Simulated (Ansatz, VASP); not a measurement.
This is a calculation of V for VASP 6.6.1.

INCAR

```
PREC = Accurate ; ENCUT = 520
EDIFF = 1E-7 ; ISMEAR = -1
SIGMA = 0.05 ; LREAL = False
LASPH = True ; NELM = 150
ALGO = Normal ; ISIF = 2
LWAVE = False ; LCHARG = False
ISPIN = 2 ; MAGMOM = 2
LORBIT = 11 ; NUPDOWN = 2.0
LMAXMIX = 4 ; GGA = PE
NBANDS = 16
```

The input KPOINTS:

```
regular mesh
0
Gamma
  10 10 10
```

File POSCAR:

```
V
1.0
   -1.5143500000      1.5143500000      1.5143500000
    1.5143500000     -1.5143500000      1.5143500000
    1.5143500000      1.5143500000     -1.5143500000
V
1
Direct
    0.0000000000      0.0000000000      0.0000000000
```

Potentials or basis: VASP PAW PBE potentials, release 64 (V_sv).

Run with:

```console
$ cat potpaw_PBE.64/V_sv/POTCAR > POTCAR
$ mpirun -np 1 vasp_std > vasp.out
```

**Question.** Set up the same calculation for Ansatz 0.2.0. Potentials there: Ansatz PAW.

**Answer.** As run (the cutoff follows the program's own potentials):

File input.yaml:

```yaml
crystal:
  lattice:
    - [-1.51435, 1.51435, 1.51435]
    - [1.51435, -1.51435, 1.51435]
    - [1.51435, 1.51435, -1.51435]
  atoms:
    - { symbol: V, position: [0.0, 0.0, 0.0], spin: 2.0 }
hamiltonian:
  xc: pbe
  pseudopotentials: { kind: paw }
magnetization:
  spin_polarized: true
  initial_magnetization: 2.0
  spin_locking: { lock_magnetization: hard }
kpoints:
  mp_grid: { grid: [10, 10, 10] }
scf:
  occupations: { method: fermi_dirac, width: 0.05 }
  lower_state_search: "off"
output:
  forces: true
  stress: true
  eigenvalues: true
```

Potentials or basis: Ansatz PAW.

The run is started by

```bash
$ ansatz run input.yaml --threads 2 --pin off --max-ram 5632MiB --backend cpu --events-out ev --progress --plain --runs-dir out
```

Both were run:

|  | VASP | Ansatz | Ansatz less VASP |
| --- | --- | --- | --- |
| pressure (GPa) | 15.4 | 15.2 | -0.21 |
| net moment per atom (μB) | 2.00 | 2.00 | 0.000 |
| size of the moment on the site where the two differ most (μB) | 1.69 | 1.61 | -0.073 |

Site moments also hang on the region over which each program counts them.
